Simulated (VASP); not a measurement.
Here is a VASP 6.6.1 calculation.

The input INCAR:

```
PREC = Accurate ; ENCUT = 520
EDIFF = 1E-7 ; ISMEAR = -1
SIGMA = 0.05 ; LREAL = F
LASPH = T ; NELM = 100
ALGO = Normal ; ISIF = 2
LWAVE = F ; LCHARG = F
GGA = PS ; NBANDS = 28
```

The input KPOINTS:

```
Automatic mesh
0
Gamma
  7 7 7
```

Contents of POSCAR:

```
BaTiO3
1.0
    3.9047342201      0.0000000000      0.0000000000
    0.0000000000      3.9047342201      0.0000000000
    0.0000000000      0.0000000000      3.9047342201
Ba Ti O
1 1 3
Direct
    0.5000000000      0.5000000000      0.5000000000
    0.0000000000      0.0000000000      0.0000000000
    0.0000000000      0.0000000000      0.5000000000
    0.0000000000      0.5000000000      0.0000000000
    0.5000000000      0.0000000000      0.0000000000
```

Potentials or basis: VASP PAW PBE potentials, release 64 (Ba_sv, Ti_sv, O).

The run is started by

```console
$ cat potpaw_PBE.64/Ba_sv/POTCAR potpaw_PBE.64/Ti_sv/POTCAR potpaw_PBE.64/O/POTCAR > POTCAR
$ mpirun -np 1 vasp_std > vasp.out
```

**Question.** What does it give for the band gap on the k mesh?

**Answer.** 1.90 eV, direct.

**Question.** Predict the pressure.

**Answer.** 12.4 GPa.

Caveat: the PAW data sets were made with another functional, which shifts forces and pressure a little; spin-orbit coupling is left out, which moves the levels of the heavy elements. A k mesh can miss the band edges.
